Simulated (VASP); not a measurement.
Set up this calculation in VASP 6.6.1, as the native input.

```yaml
Task: single point
Functional: r2SCAN
Potentials_or_basis: VASP PAW PBE potentials, release 64 (Na_pv, I)
Cutoff: 520 eV
k_mesh: 6 × 6 × 6
Occupations: gaussian, width 0.01 eV
Spin: no spin polarisation
Dipole_correction: no
Further_INCAR_settings: ALGO = Normal; EDIFF = 1e-07; NBANDS = 14
```

The system is NaI.

```
CELL_PARAMETERS angstrom
0.00000 3.54319 3.54319
3.54319 0.00000 3.54319
3.54319 3.54319 0.00000
ATOMIC_POSITIONS crystal
Na 0.00000 0.00000 0.00000
I 0.25000 0.25000 0.25000
```

One way to write it, as run:

POSCAR

```
NaI
1.0
    0.0000000000      3.5431926705      3.5431926705
    3.5431926705      0.0000000000      3.5431926705
    3.5431926705      3.5431926705      0.0000000000
Na I
1 1
Direct
    0.0000000000      0.0000000000      0.0000000000
    0.2500000000      0.2500000000      0.2500000000
```

INCAR.step1

```
PREC = Accurate ; ENCUT = 520
ISMEAR = 0 ; SIGMA = 0.01
LREAL = False ; LASPH = True
NELM = 60 ; NBANDS = 14
GGA = PE ; ALGO = Normal
EDIFF = 1E-4 ; LWAVE = True
LCHARG = False
```

INCAR.step2

```
PREC = Accurate ; ENCUT = 520
EDIFF = 1E-7 ; ISMEAR = 0
SIGMA = 0.01 ; LREAL = False
LASPH = True ; NELM = 60
ALGO = Normal ; ISIF = 2
LWAVE = False ; LCHARG = True
METAGGA = R2SCAN ; LMIXTAU = True
LELF = True ; LVHAR = True
NBANDS = 14 ; ISTART = 1
```

KPOINTS

```
Automatic mesh
0
Gamma
  6 6 6
```

Potentials or basis: VASP PAW PBE potentials, release 64 (Na_pv, I).

Run with:

```bash
$ cat potpaw_PBE.64/Na_pv/POTCAR potpaw_PBE.64/I/POTCAR > POTCAR
$ cp INCAR.step1 INCAR
$ mpirun -np 1 vasp_std > vasp.out
$ cp INCAR.step2 INCAR
$ mpirun -np 1 vasp_std > vasp.out
```

Results of the run:

```
Pressure               : -0.1 GPa
Band gap on the k mesh : 4.42 eV, direct
```

Caveat: the PAW data sets were made with another functional, which shifts forces and pressure a little; spin-orbit coupling is left out, which moves the levels of the heavy elements.

Run time: 3.6 min on 1 thread of AMD EPYC 7R13 Processor (Zen 3) (shared host), peak memory 0.23 GiB.
